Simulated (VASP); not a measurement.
# Cs3Pt (Pm-3m) in VASP: a series of runs, part 2 of 2

VASP 6.6.1. The steps go on from the part before.

## Step 3: Electric field gradients, PBE

Contents of INCAR:

```
SYSTEM = Cs3Pt
  PREC = Accurate
  ENCUT = 520
  EDIFF = 1E-8
  ISMEAR = -1
  SIGMA = 0.08
  LREAL = .False.
  LASPH = .True.
  NELM = 100
  ALGO = Normal
  ISIF = 2
  LWAVE = .False.
  LCHARG = .False.
  GGA = PE
  LEFG = .True.
  NBANDS = 26
```

Contents of KPOINTS:

```
regular mesh
0
Gamma
  6 6 6
  0 0 0
```

Contents of POSCAR:

```
Cs3Pt
1.0
    5.7776530000      0.0000000000      0.0000000000
    0.0000000000      5.7776530000      0.0000000000
    0.0000000000      0.0000000000      5.7776530000
Cs Pt
3 1
Direct
    0.0000000000      0.0000000000      0.5000000000
    0.0000000000      0.5000000000      0.0000000000
    0.5000000000      0.0000000000      0.0000000000
    0.5000000000      0.5000000000      0.5000000000
```

Potentials or basis: VASP PAW PBE potentials, release 64 (Cs_sv, Pt).

Run with:

```sh
> cat potpaw_PBE.64/Cs_sv/POTCAR potpaw_PBE.64/Pt/POTCAR > POTCAR
> mpirun -np 1 vasp_std > vasp.out
```

OUTCAR:

```text
SYSTEM = Cs3Pt
   PREC = Accurate
   ENCUT = 520
   EDIFF = 1E-8
   ISMEAR = -1
   LREAL = .False.
   LASPH = .True.
   NELM = 100
   ISIF = 2
   GGA = PE

 ion  position               nearest neighbor table
   1  0.000  0.000  0.500-
   2  0.000  0.500  0.000-
   3  0.500  0.000  0.000-
   4  0.500  0.500  0.500-

  LATTYP: Found a simple cubic cell.
 ALAT       =     5.7776530000

  Lattice vectors:

 A1 = (   5.7776530000,   0.0000000000,   0.0000000000)
[... 796 lines left out ...]

 Electric field gradients (V/A^2)
---------------------------------------------------------------------
 ion       V_xx      V_yy      V_zz      V_xy      V_xz      V_yz
---------------------------------------------------------------------
   1     -41.391   -41.391    82.783     0.000    -0.000    -0.000
   2     -41.391    82.783   -41.391    -0.000    -0.000    -0.000
   3      82.783   -41.391   -41.391     0.000    -0.000    -0.000
   4       0.000     0.000    -0.000     0.000     0.000    -0.000
---------------------------------------------------------------------

 Electric field gradients after diagonalization (V/A^2)
 (convention: |V_zz| > |V_xx| > |V_yy|)
----------------------------------------------------------------------
 ion       V_xx      V_yy      V_zz     asymmetry (V_yy - V_xx)/ V_zz
----------------------------------------------------------------------
   1     -41.391   -41.391    82.783       0.000
   2     -41.391   -41.391    82.783       0.000
   3     -41.391   -41.391    82.783       0.000
   4       0.000    -0.000     0.000      -1.259
----------------------------------------------------------------------

           NMR quadrupolar parameters

 Cq : quadrupolar parameter    Cq=e*Q*V_zz/h
 eta: asymmetry parameters     (V_yy - V_xx)/ V_zz
 Q  : nuclear electric quadrupole moment in mb (millibarn)
----------------------------------------------------------------------
 ion       Cq(MHz)       eta       Q (mb)
----------------------------------------------------------------------
   1       0.200       0.000       1.000
   2       0.200       0.000       1.000
   3       0.200       0.000       1.000
   4       0.000      -1.259       1.000
----------------------------------------------------------------------
```

OSZICAR:

```text
N       E                     dE             d eps       ncg     rms          rms(c)
DAV:   1     0.248007496239E+03    0.24801E+03   -0.14671E+04  1040   0.116E+03
DAV:   2     0.125454147994E+02   -0.23546E+03   -0.22724E+03  1422   0.209E+02
DAV:   3    -0.855619219763E+01   -0.21102E+02   -0.20961E+02  1350   0.677E+01
DAV:   4    -0.884755917298E+01   -0.29137E+00   -0.29064E+00  1212   0.890E+00
DAV:   5    -0.885109445738E+01   -0.35353E-02   -0.35314E-02  1352   0.985E-01    0.305E+00
DAV:   6    -0.798575007452E+01    0.86534E+00   -0.45685E+00  1156   0.553E+00    0.327E+00
DAV:   7    -0.787333417706E+01    0.11242E+00   -0.67927E-01  1142   0.277E+00    0.124E+00
DAV:   8    -0.782036181620E+01    0.52972E-01   -0.22743E-01  1212   0.153E+00    0.387E-01
DAV:   9    -0.782241586880E+01   -0.20541E-02   -0.23593E-02  1176   0.597E-01    0.216E-01
DAV:  10    -0.782282311751E+01   -0.40725E-03   -0.70743E-03  1150   0.290E-01    0.550E-02
DAV:  11    -0.782277188034E+01    0.51237E-04   -0.55692E-04  1230   0.859E-02    0.204E-02
DAV:  12    -0.782278595720E+01   -0.14077E-04   -0.43081E-05  1222   0.314E-02    0.564E-03
DAV:  13    -0.782278622194E+01   -0.26474E-06   -0.13734E-06  1332   0.542E-03    0.255E-03
DAV:  14    -0.782278655321E+01   -0.33127E-06   -0.17590E-06  1166   0.557E-03    0.946E-04
DAV:  15    -0.782278658070E+01   -0.27493E-07   -0.17614E-07  1160   0.147E-03    0.377E-04
DAV:  16    -0.782278664259E+01   -0.61886E-07   -0.54208E-08   984   0.801E-04    0.220E-04
DAV:  17    -0.782278662226E+01    0.20323E-07   -0.14479E-08   830   0.357E-04    0.798E-05
DAV:  18    -0.782278661283E+01    0.94360E-08   -0.72151E-10   612   0.108E-04
   1 F= -.78227866E+01 E0= -.78041443E+01  d E =-.372845E-01
```

It took 95 s on 1 thread of Intel Xeon Platinum 8488C (Sapphire Rapids), shared host; peak memory 0.36 GiB.

What came out:

```yaml
Free_energy: -7.8228 eV
Pressure: -0.3 GPa
```

Electric field gradients, principal values (V/Å²):
| atom | least | middle | greatest (by size) |
| --- | --- | --- | --- |
| 1 Cs | -41.391 | -41.391 | 82.783 |
| 2 Cs | -41.391 | -41.391 | 82.783 |
| 3 Cs | -41.391 | -41.391 | 82.783 |
| 4 Pt | 0.000 | 0.000 | 0.000 |

Caveat: without QUAD_EFG the Cq values of the log hold for a quadrupole moment of 1 mb, not for the nuclei.
